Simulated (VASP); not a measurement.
# Si (P6/mmm) in VASP: a series of runs

Runs on Si. Level: r2SCAN. Tasks: single point.

All numbers are computed with VASP 6.6.1; they aren't measurements. Logs are shortened: lines on timing, memory, paths and dates and some standing lists are left out, and cuts for length are marked.

## (1) The cell of the first run

Symmetry: P6/mmm, No. 191, hexagonal system. The conventional cell has a = 2.581 Å, b = 2.581 Å, c = 2.429 Å, α = 90.00°, β = 90.00°, γ = 120.00°. Within 3.2 Å of Si (site symmetry 6/mmm) lie 8 Si at 2.43 to 2.58 Å.

This isn't the form of Si at room conditions, which is diamond.

## (2) Single point, r2SCAN (strain -0.015 along x and y, -0.015 along z)

Contents of POSCAR:

```
Si
1.0
    2.5812346727      0.0000000000      0.0000000000
   -1.2906173364      2.2354147996      0.0000000000
    0.0000000000      0.0000000000      2.4293590741
Si
1
Direct
    0.0000000000      0.0000000000      0.0000000000
```

Contents of INCAR.step1:

```
SYSTEM = Si
PREC = Accurate ; ENCUT = 520
ISMEAR = 0 ; SIGMA = 0.15
LREAL = .FALSE. ; LASPH = .TRUE.
NELM = 60 ; NBANDS = 8
GGA = PE ; ALGO = Normal
EDIFF = 1E-4 ; LWAVE = .TRUE.
LCHARG = .FALSE.
```

Contents of INCAR.step2:

```
SYSTEM = Si
PREC = Accurate ; ENCUT = 520
EDIFF = 1E-7 ; ISMEAR = 0
SIGMA = 0.15 ; LREAL = .FALSE.
LASPH = .TRUE. ; NELM = 60
ALGO = Normal ; ISIF = 2
LWAVE = .FALSE. ; LCHARG = .FALSE.
METAGGA = R2SCAN ; LMIXTAU = .TRUE.
NBANDS = 8 ; ISTART = 1
```

Contents of KPOINTS:

```
Automatic mesh
0
G
  24 24 20
  0 0 0
```

Potentials or basis: VASP PAW PBE potentials, release 64 (Si).

Launch:

```
$ cat potpaw_PBE.64/Si/POTCAR > POTCAR
$ cp INCAR.step1 INCAR
$ mpirun -np 1 vasp_std > vasp.out
$ cp INCAR.step2 INCAR
$ mpirun -np 1 vasp_std > vasp.out
```

OUTCAR:

```text
SYSTEM = Si
   PREC = Accurate
   ENCUT = 520
   EDIFF = 1E-7
   ISMEAR = 0
   LREAL = .FALSE.
   LASPH = .TRUE.
   NELM = 60
   ISIF = 2
   METAGGA = R2SCAN
   ISTART = 1

 ion  position               nearest neighbor table
   1  0.000  0.000  0.000-

  LATTYP: Found a hexagonal cell.
 ALAT       =     2.5812346727
 C/A-ratio  =     0.9411616463

  Lattice vectors:

 A1 = (   2.5812346727,   0.0000000000,   0.0000000000)
 A2 = (  -1.2906173364,   2.2354147996,   0.0000000000)
 A3 = (   0.0000000000,   0.0000000000,   2.4293590741)

Analysis of symmetry for initial positions (statically):
=====================================================================
 Subroutine PRICEL returns:
 Original cell was already a primitive cell.

 Routine SETGRP: Setting up the symmetry group for a
 hexagonal supercell.

 Subroutine GETGRP returns: Found 24 space group operations
 (whereof 24 operations were pure point group operations)
 out of a pool of 24 trial point group operations.

The static configuration has the point symmetry D_6h.

Analysis of symmetry for dynamics (positions and initial velocities):
=====================================================================
 Subroutine PRICEL returns:
 Original cell was already a primitive cell.

 Routine SETGRP: Setting up the symmetry group for a
 hexagonal supercell.

 Subroutine GETGRP returns: Found 24 space group operations
 (whereof 24 operations were pure point group operations)
 out of a pool of 24 trial point group operations.

The dynamic configuration has the point symmetry D_6h.

 Subroutine INISYM returns: Found 24 space group operations
 (whereof 24 operations are pure point group operations),
 and found     1 'primitive' translations

----------------------------------------------------------------------------------------

                                     Primitive cell

  volume of cell :      14.0177

  direct lattice vectors                    reciprocal lattice vectors
     2.581234673  0.000000000  0.000000000     0.387411501  0.223672135  0.000000000
    -1.290617336  2.235414800  0.000000000     0.000000000  0.447344269  0.000000000
     0.000000000  0.000000000  2.429359074     0.000000000  0.000000000  0.411631204

  length of vectors
     2.581234673  2.581234673  2.429359074     0.447344269  0.447344269  0.411631204
[... 79 lines left out ...]
   EDIFF  = 0.1E-06   stopping-criterion for ELM
   LREAL  =      F    real-space projection
   EDIFFG = 0.1E-05   stopping-criterion for IOM
   NSW    =      0    number of steps for IOM
   IBRION =     -1    ionic relax: 0-MD 1-quasi-New 2-CG
   NFREE  =      0    steps in history (QN), initial steepest desc. (CG)
   ISIF   =      2    stress and relaxation
   ISYM   =      2    0-nonsym 1-usesym 2-fastsym
   POTIM  = 0.5000    time-step for ionic-motion
   TEBEG  =    0.0;   TEEND  =   0.0 temperature during run
   PSTRESS=    0.0 pullay stress
   NELECT =       4.0000    total number of electrons
   NUPDOWN=      -1.0000    fix difference up-down
   EMIN   =  10.00;   EMAX   =-10.00  energy-range for DOS
   EFERMI =   0.00;   METHOD = LEGACY
   ISMEAR =     0;   SIGMA  =   0.15  broadening in eV -4-tet -1-fermi 0-gaus
   EFERMI_NEDOS =   21; number of points for ismear=-14 and -15
   IALGO  =     38    algorithm
   IMIX   =      4    mixing-type and parameters
     AMIX     =   0.40;   BMIX     =  1.00
     AMIX_MAG =   1.60;   BMIX_MAG =  1.00
  volume/ion in A,a.u.               =      14.02        94.60
  Fermi-wavevector in a.u.,A,eV,Ry     =   1.077794  2.036735 15.805067  1.161640
  Thomas-Fermi vector in A             =   2.213715
   LORBIT       =      0    0 simple, 1 ext, 2 COOP (PROOUT), +10 PAW based schemes
   METAGGA = R2SCAN    functional components
   LHFCALC =     F    Hartree Fock is set to
   AEXX    =    0.0000 exact exchange contribution
   IVDW    =     0    specifies the selected vdW correction
   LEPSILON=     F    determine dielectric tensor
   LRPA    =     F    only Hartree local field effects (RPA)
 non-spin polarized calculation
 Gauss-broadening in eV      SIGMA  =   0.15
  energy-cutoff  :      520.00
  volume of cell :       14.02
 maximum number of plane-waves:       399
 NGX is ok and might be reduce to    20
   NGX =  9   NGY =  9   NGZ =  9

 number of electron       4.0000000 magnetization

 Free energy of the ion-electron system (eV)
  ---------------------------------------------------
  ext. energy  EPLUGINS =         0.00000000
  ---------------------------------------------------
  free energy    TOTEN  =        -8.30791463 eV

  energy without entropy =       -8.30385703  energy(sigma->0) =       -8.30588583

 E-fermi :  10.3473     XC(G=0): -11.8701

 val. band max:       10.3306577354   @ k =   0.4167   0.0000   0.4000
 cond. band min:      10.3714673691   @ k =   0.4167   0.0417   0.4000
 fundamental gap:      0.0408096337
 Fermi energy:        10.3472984981

 k-point     1 :       0.0000    0.0000    0.0000
  band No.  band energies     occupation
      1      -5.0407      2.00000
      2      18.2200      0.00000
      3      19.0796      0.00000
      4      21.9184      0.00000
      5      21.9185      0.00000
      6      23.5198      0.00000
      7      23.5198      0.00000
      8      29.3412      0.00000
[... 243 lines left out ...]
 k-point    24 :       0.4583    0.0417    0.0000
  band No.  band energies     occupation
      1       1.8551      2.00000
      2       3.2168      2.00000
      3      14.9025      0.00000
      4      18.4081      0.00000
      5      24.5908      0.00000
      6      26.7446      0.00000
      7      29.1219      0.00000
      8      31.3297      0.00000

 [... further k-points ...]

------------------------ aborting loop because EDIFF is reached ----------------------------------------

  FORCE on cell =-STRESS in cart. coord.  units (eV):
  Direction    XX          YY          ZZ          XY          YZ          ZX
  --------------------------------------------------------------------------------------
  -------------------------------------------------------------------------------------
  Total        0.6777374      0.6777374      0.7581664     -0.0000000     -0.0000000      0.0000000
  in kB       77.4630713     77.4630713     86.6558307     -0.0000000     -0.0000000      0.0000000
  external PRESSURE =      80.5273244 kB  Pullay stress =       0.0000000 kB

 VOLUME and BASIS-vectors are now :
 -----------------------------------------------------------------------------
  energy-cutoff  :      520.00
  volume of cell :       14.02
      direct lattice vectors                 reciprocal lattice vectors
     2.581234673  0.000000000  0.000000000     0.387411501  0.223672135  0.000000000
    -1.290617336  2.235414800  0.000000000     0.000000000  0.447344269  0.000000000
     0.000000000  0.000000000  2.429359074     0.000000000  0.000000000  0.411631204

 POSITION                                       TOTAL-FORCE (eV/Angst)
 -----------------------------------------------------------------------------------
      0.00000      0.00000      0.00000        -0.000000      0.000000      0.000000
 -----------------------------------------------------------------------------------
    total drift:                               -0.000000      0.000000      0.000000

  FREE ENERGIE OF THE ION-ELECTRON SYSTEM (eV)
  ---------------------------------------------------
  free  energy   TOTEN  =        -8.3079146272 eV

  energy  without entropy=       -8.3038570258  energy(sigma->0) =       -8.30588583
```

Run time: 2.1 min. Hardware: 1 thread of Intel Xeon Platinum 8488C (Sapphire Rapids), shared host; peak memory 0.16 GiB.

Results:

| Item | Value |
| --- | --- |
| Free energy | -8.3079 eV |
| Pressure | 8.1 GPa |
| Band gap on the k mesh | zero (bands 2 and 3 overlap by 13.00 eV) |

Stress tensor (GPa, compression positive):
```
7.75 0.00 0.00
0.00 7.75 0.00
0.00 0.00 8.67
```

Caveat: the cell differs from its parent crystal (strain -0.015 along x and y, -0.015 along z); the cell stands under pressure; the PAW data sets were made with another functional, which shifts forces and pressure a little.

## (3) Single point, r2SCAN (strain -0.030 along x and y, +0.030 along z)

Contents of POSCAR:

```
Si
1.0
    2.5419265304      0.0000000000      0.0000000000
   -1.2709632652      2.2013729499      0.0000000000
    0.0000000000      0.0000000000      2.5403450217
Si
1
Direct
    0.0000000000      0.0000000000      0.0000000000
```

Contents of INCAR.step1:

```
SYSTEM = Si
PREC     = Accurate       ! precision mode
ENCUT    = 520            ! plane-wave cutoff, eV
ISMEAR   = 0              ! smearing method
SIGMA    = 0.15           ! smearing width, eV
LREAL    = .FALSE.        ! projectors in reciprocal space
LASPH    = .TRUE.         ! aspherical terms in the spheres
NELM     = 80             ! most SCF steps
NBANDS   = 8              ! bands
GGA      = PE             ! functional
ALGO     = Normal         ! electronic algorithm
EDIFF    = 1E-4           ! SCF threshold, eV
LWAVE    = .TRUE.         ! write WAVECAR
LCHARG   = .FALSE.        ! write CHGCAR
```

Contents of INCAR.step2:

```
SYSTEM = Si
PREC     = Accurate       ! precision mode
ENCUT    = 520            ! plane-wave cutoff, eV
EDIFF    = 1E-7           ! SCF threshold, eV
ISMEAR   = 0              ! smearing method
SIGMA    = 0.15           ! smearing width, eV
LREAL    = .FALSE.        ! projectors in reciprocal space
LASPH    = .TRUE.         ! aspherical terms in the spheres
NELM     = 80             ! most SCF steps
ALGO     = Normal         ! electronic algorithm
ISIF     = 2              ! what is computed and relaxed
LWAVE    = .FALSE.        ! write WAVECAR
LCHARG   = .FALSE.        ! write CHGCAR
METAGGA  = R2SCAN         ! meta-GGA
LMIXTAU  = .TRUE.       
NBANDS   = 8              ! bands
ISTART   = 1
```

Contents of KPOINTS:

```
regular mesh
0
G
  24 24 20
  0 0 0
```

Potentials or basis: VASP PAW PBE potentials, release 64 (Si).

Launch:

```
$ cat potpaw_PBE.64/Si/POTCAR > POTCAR
$ cp INCAR.step1 INCAR
$ mpirun -np 1 vasp_std > vasp.out
$ cp INCAR.step2 INCAR
$ mpirun -np 1 vasp_std > vasp.out
```

OUTCAR:

```text
SYSTEM = Si
   PREC = Accurate
   ENCUT = 520
   EDIFF = 1E-7
   ISMEAR = 0
   LREAL = .FALSE.
   LASPH = .TRUE.
   NELM = 80
   ISIF = 2
   METAGGA = R2SCAN
   ISTART = 1

 ion  position               nearest neighbor table
   1  0.000  0.000  0.000-

  LATTYP: Found a hexagonal cell.
 ALAT       =     2.5419265304
 C/A-ratio  =     0.9993778307

  Lattice vectors:

 A1 = (   2.5419265304,   0.0000000000,   0.0000000000)
 A2 = (  -1.2709632652,   2.2013729499,   0.0000000000)
 A3 = (   0.0000000000,   0.0000000000,   2.5403450217)

[... 435 lines left out ...]
      1       2.0223      2.00000
      2       3.3078      2.00000
      3      15.3445      0.00000
      4      18.7789      0.00000
      5      22.6663      0.00000
      6      24.8227      0.00000
      7      28.3057      0.00000
      8      29.5955      0.00000

 [... further k-points ...]
[... 5 lines left out ...]
  --------------------------------------------------------------------------------------
  -------------------------------------------------------------------------------------
  Total        0.9995457      0.9995457     -0.4023906      0.0000000      0.0000000      0.0000000
  in kB      112.6584919    112.6584919    -45.3533159      0.0000000      0.0000000      0.0000000
  external PRESSURE =      59.9878893 kB  Pullay stress =       0.0000000 kB

 VOLUME and BASIS-vectors are now :
 -----------------------------------------------------------------------------
  energy-cutoff  :      520.00
  volume of cell :       14.22
      direct lattice vectors                 reciprocal lattice vectors
     2.541926530  0.000000000  0.000000000     0.393402401  0.227130982  0.000000000
    -1.270963265  2.201372950  0.000000000     0.000000000  0.454261964  0.000000000
     0.000000000  0.000000000  2.540345022     0.000000000  0.000000000  0.393647316

 POSITION                                       TOTAL-FORCE (eV/Angst)
 -----------------------------------------------------------------------------------
      0.00000      0.00000      0.00000        -0.000000      0.000000      0.000000
 -----------------------------------------------------------------------------------
    total drift:                               -0.000000     -0.000000      0.000000

  FREE ENERGIE OF THE ION-ELECTRON SYSTEM (eV)
  ---------------------------------------------------
  free  energy   TOTEN  =        -8.2872500778 eV

  energy  without entropy=       -8.2836844873  energy(sigma->0) =       -8.28546728
```

OUTCAR.step1:

```text
SYSTEM = Si
   PREC = Accurate
   ENCUT = 520
   ISMEAR = 0
   LREAL = .FALSE.
   LASPH = .TRUE.
   NELM = 80
[... 482 lines left out ...]
 -----------------------------------------------------------------------------------
      0.00000      0.00000      0.00000         0.000000      0.000000      0.000000
 -----------------------------------------------------------------------------------
    total drift:                               -0.000000     -0.000000      0.000000

  FREE ENERGIE OF THE ION-ELECTRON SYSTEM (eV)
  ---------------------------------------------------
  free  energy   TOTEN  =        -5.0694450945 eV

  energy  without entropy=       -5.0654966596  energy(sigma->0) =       -5.06747088
```

Run time: 2.2 min. Hardware: 1 thread of Intel Xeon Platinum 8488C (Sapphire Rapids), shared host; peak memory 0.17 GiB.

Results:

```
Free energy            : -8.2873 eV
Pressure               : 6.0 GPa
Band gap on the k mesh : zero (bands 2 and 3 overlap by 11.77 eV)
```

Levels at points of the mesh, in eV from the Fermi level:
| k point | band 1 | band 2 | band 3 | band 4 | band 5 | band 6 | band 7 |
| --- | --- | --- | --- | --- | --- | --- | --- |
| (0.00, 0.00, 0.00) | -15.24 | 6.73 | 7.20 | 12.74 | 12.74 | 13.84 | 13.84 |
| (0.50, 0.00, 0.00) | -7.60 | -7.37 | 6.51 | 7.38 | 12.68 | 14.51 | 18.49 |
| (0.00, 0.00, 0.50) | -10.71 | -7.88 | 16.20 | 16.20 | 16.23 | 16.23 | 18.87 |
| (0.50, 0.00, 0.50) | -3.90 | -2.16 | -1.90 | 1.62 | 9.94 | 13.56 | 14.09 |

Caveat: the cell differs from its parent crystal (strain -0.030 along x and y, +0.030 along z); the cell stands under pressure; the PAW data sets were made with another functional, which shifts forces and pressure a little.

## (4) Single point, r2SCAN (strain +0.000 along x and y, -0.030 along z)

Contents of POSCAR:

```
Si
1.0
    2.6205428149      0.0000000000      0.0000000000
   -1.3102714075      2.2694566494      0.0000000000
    0.0000000000      0.0000000000      2.3923637583
Si
1
Direct
    0.0000000000      0.0000000000      0.0000000000
```

Contents of INCAR.step1:

```
SYSTEM = Si
PREC = Accurate ; ENCUT = 520
ISMEAR = 0 ; SIGMA = 0.15
LREAL = .FALSE. ; LASPH = .TRUE.
NELM = 60 ; NBANDS = 8
GGA = PE ; ALGO = Normal
EDIFF = 1E-4 ; LWAVE = .TRUE.
LCHARG = .FALSE.
```

Contents of INCAR.step2:

```
SYSTEM = Si
PREC = Accurate ; ENCUT = 520
EDIFF = 1E-6 ; ISMEAR = 0
SIGMA = 0.15 ; LREAL = .FALSE.
LASPH = .TRUE. ; NELM = 60
ALGO = Normal ; ISIF = 2
LWAVE = .FALSE. ; LCHARG = .FALSE.
METAGGA = R2SCAN ; LMIXTAU = .TRUE.
NBANDS = 8 ; ISTART = 1
```

KPOINTS is that of step 3.

Potentials or basis: VASP PAW PBE potentials, release 64 (Si).

Launch:

```
$ cat potpaw_PBE.64/Si/POTCAR > POTCAR
$ cp INCAR.step1 INCAR
$ mpirun -np 1 vasp_std > vasp.out
$ cp INCAR.step2 INCAR
$ mpirun -np 1 vasp_std > vasp.out
```

OUTCAR:

```text
SYSTEM = Si
   PREC = Accurate
   ENCUT = 520
   EDIFF = 1E-6
   ISMEAR = 0
   LREAL = .FALSE.
   LASPH = .TRUE.
   NELM = 60
   ISIF = 2
   METAGGA = R2SCAN
   ISTART = 1

 ion  position               nearest neighbor table
   1  0.000  0.000  0.000-

  LATTYP: Found a hexagonal cell.
 ALAT       =     2.6205428149
 C/A-ratio  =     0.9129267970

  Lattice vectors:

 A1 = (   2.6205428149,   0.0000000000,   0.0000000000)
 A2 = (  -1.3102714075,   2.2694566494,   0.0000000000)
 A3 = (   0.0000000000,   0.0000000000,   2.3923637583)

Analysis of symmetry for initial positions (statically):
=====================================================================
 Subroutine PRICEL returns:
 Original cell was already a primitive cell.

 Routine SETGRP: Setting up the symmetry group for a
 hexagonal supercell.

 Subroutine GETGRP returns: Found 24 space group operations
 (whereof 24 operations were pure point group operations)
 out of a pool of 24 trial point group operations.

The static configuration has the point symmetry D_6h.

Analysis of symmetry for dynamics (positions and initial velocities):
[... 155 lines left out ...]

  energy without entropy =       -8.30456180  energy(sigma->0) =       -8.30656058

 E-fermi :  10.1516     XC(G=0): -11.8067

 val. band max:       10.1509668861   @ k =   0.3750   0.1667   0.1000
 cond. band min:      10.1661777997   @ k =   0.2917   0.2083   0.2500
 fundamental gap:      0.0152109136
 Fermi energy:        10.1515581661

 k-point     1 :       0.0000    0.0000    0.0000
  band No.  band energies     occupation
      1      -5.0881      2.00000
      2      18.2818      0.00000
      3      19.8265      0.00000
      4      20.8995      0.00000
      5      20.8995      0.00000
      6      22.9130      0.00000
      7      22.9130      0.00000
      8      28.6485      0.00000
[... 243 lines left out ...]
 k-point    24 :       0.4583    0.0417    0.0000
  band No.  band energies     occupation
      1       1.5329      2.00000
      2       3.0056      2.00000
      3      14.3101      0.00000
      4      17.8452      0.00000
      5      25.0282      0.00000
      6      27.3330      0.00000
      7      28.8873      0.00000
      8      31.8330      0.00000

 [... further k-points ...]
[... 5 lines left out ...]
  --------------------------------------------------------------------------------------
  -------------------------------------------------------------------------------------
  Total        0.3272727      0.3272727      1.1069305     -0.0000000     -0.0000000      0.0000000
  in kB       36.8536103     36.8536103    124.6495069     -0.0000000     -0.0000000      0.0000000
  external PRESSURE =      66.1189091 kB  Pullay stress =       0.0000000 kB

 VOLUME and BASIS-vectors are now :
 -----------------------------------------------------------------------------
  energy-cutoff  :      520.00
  volume of cell :       14.23
      direct lattice vectors                 reciprocal lattice vectors
     2.620542815  0.000000000  0.000000000     0.381600329  0.220317053  0.000000000
    -1.310271407  2.269456649  0.000000000     0.000000000  0.440634105  0.000000000
     0.000000000  0.000000000  2.392363758     0.000000000  0.000000000  0.417996635

 POSITION                                       TOTAL-FORCE (eV/Angst)
 -----------------------------------------------------------------------------------
      0.00000      0.00000      0.00000        -0.000000      0.000000      0.000000
 -----------------------------------------------------------------------------------
    total drift:                               -0.000000     -0.000000      0.000000

  FREE ENERGIE OF THE ION-ELECTRON SYSTEM (eV)
  ---------------------------------------------------
  free  energy   TOTEN  =        -8.3085593663 eV

  energy  without entropy=       -8.3045617999  energy(sigma->0) =       -8.30656058
```

Wall time 2.1 min (1 thread of Intel Xeon Platinum 8488C (Sapphire Rapids), shared host); peak memory 0.17 GiB.

What came out:

| Property | Result |
| --- | --- |
| Free energy | -8.3086 eV |
| Pressure | 6.6 GPa |
| Band gap on the k mesh | zero (bands 2 and 3 overlap by 13.26 eV) |

Caveat: the cell differs from its parent crystal (strain +0.000 along x and y, -0.030 along z); the cell stands under pressure; the PAW data sets were made with another functional, which shifts forces and pressure a little.

(Continued in part 2 of 2.)
